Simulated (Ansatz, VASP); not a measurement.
**One calculation of Cu3Te, two programs**

```
Cu Te
1.0
     3.87976    0.00000    0.00000
     0.00000    3.87976    0.00000
     0.00000    0.00000    3.87976
Cu Te
3 1
Direct
  0.00000 0.50000 0.50000
  0.50000 0.00000 0.50000
  0.50000 0.50000 0.00000
  0.00000 0.00000 0.00000
```

Alike in both runs: task single point; functional PBE; k mesh 6 × 6 × 6; occupations fermi-dirac, width 0.05 eV; no spin polarisation.

|  | VASP | Ansatz |
| --- | --- | --- |
| version | VASP 6.6.1 | Ansatz 0.2.0 |
| potentials or method | VASP PAW PBE potentials, release 64 (Cu, Te), cutoff 520 eV | plane waves, PAW |
| valence electrons in the cell | 39 | 73 |

```csv
,VASP,Ansatz,Ansatz less VASP
pressure (GPa),6.9,6.7,-0.19
```

The functional is the same, so the differences come from potentials, cutoffs and numerics. VASP's potentials hold 39 valence electrons a cell and Ansatz's 73, so a difference there can come from the potentials and not from the codes.

Neither program's run includes spin-orbit coupling.
